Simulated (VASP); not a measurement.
The system is GaSb.

```
Sb Ga
1.0
     0.00000    3.05900    3.05900
     3.05900    0.00000    3.05900
     3.05900    3.05900    0.00000
Sb Ga
1 1
Direct
  0.75000 0.75000 0.75000
  0.00000 0.00000 0.00000
```

Program: VASP 6.6.1. Alike in all runs: task single point; potentials or basis VASP PAW PBE potentials, release 64 (Sb, Ga_d); no spin polarisation; cell as given.

Problem. Order these runs on this cell by their band gap on the k mesh, lowest first.
A. level r2SCAN; k mesh 4 × 4 × 4; cutoff (eV) 520; smearing fermi-dirac 0.05 eV; dipole correction no
B. level r2SCAN-based global hybrid with 35 % exact exchange; k mesh 4 × 4 × 4; cutoff (eV) 520; smearing fermi-dirac 0.05 eV; dipole correction no; grid for exact exchange (PRECFOCK) Normal; share of exact exchange 0.35
C. level r2SCAN-based global hybrid with 15 % exact exchange; k mesh 4 × 4 × 4; cutoff (eV) 520; smearing fermi-dirac 0.05 eV; dipole correction no; grid for exact exchange (PRECFOCK) Normal; share of exact exchange 0.15
D. level PBE0; k mesh 4 × 4 × 4; cutoff (eV) 450; smearing gaussian 0.02 eV; grid for exact exchange (PRECFOCK) Fast; share of exact exchange 0.25
E. level PBEsol+D3(BJ); k mesh 8 × 8 × 8; cutoff (eV) 520; smearing fermi-dirac 0.05 eV; dipole correction no

Solution. E (metal), A (0.45 eV), C (1.24 eV), D (1.60 eV), B (2.42 eV).

Caveats: some runs use coarse meshes; spin-orbit coupling is left out, which moves the levels of the heavy elements; semilocal functionals underestimate gaps, and a narrow one can read as zero (at least some runs); three body term missing (at least some runs).

A k mesh can miss the band edges.
